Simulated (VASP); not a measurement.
# AlAs (m.bB): single point with PBE

The system is AlAs (m.bB).

```
Al As
1.0
     0.00000    2.86386    2.86386
     2.86386    0.00000    2.86386
     2.86386    2.86386    0.00000
Al As
1 1
Direct
  0.00000 0.00000 0.00000
  0.25000 0.25000 0.25000
```

* Program: VASP 6.6.1
* Task: single point
* Functional: PBE
* Potentials or basis: VASP PAW PBE potentials, release 64 (Al, As)
* Cutoff: 500 eV
* k mesh: 8 × 8 × 8
* Occupations: gaussian, width 0.02 eV
* Spin: no spin polarisation

- Pressure: 0.2 GPa
- Band gap on the k mesh: 1.49 eV, indirect (least direct gap 1.78 eV)

Levels at points of the mesh, in eV from the valence-band top:
| k point | band 1 | band 2 | band 3 | band 4 | band 5 | band 6 | band 7 | band 8 | band 9 |
| --- | --- | --- | --- | --- | --- | --- | --- | --- | --- |
| (0.00, 0.00, 0.00) | -11.67 | 0.00 | 0.00 | 0.00 | 1.78 | 4.23 | 4.23 | 4.23 | 8.68 |
| (0.50, 0.00, 0.00) | -10.33 | -5.42 | -0.80 | -0.80 | 2.01 | 4.65 | 4.65 | 7.68 | 10.91 |
| (0.50, 0.50, 0.00) | -9.81 | -5.31 | -2.10 | -2.10 | 1.49 | 2.29 | 10.06 | 10.06 | 11.39 |

Run time: 22 s on 1 thread of Intel Xeon 8259CL, on a shared host, peak memory 0.17 GiB.

A k mesh can miss the band edges. Expect the measured gap to be larger: semilocal functionals such as PBE lack the derivative discontinuity.
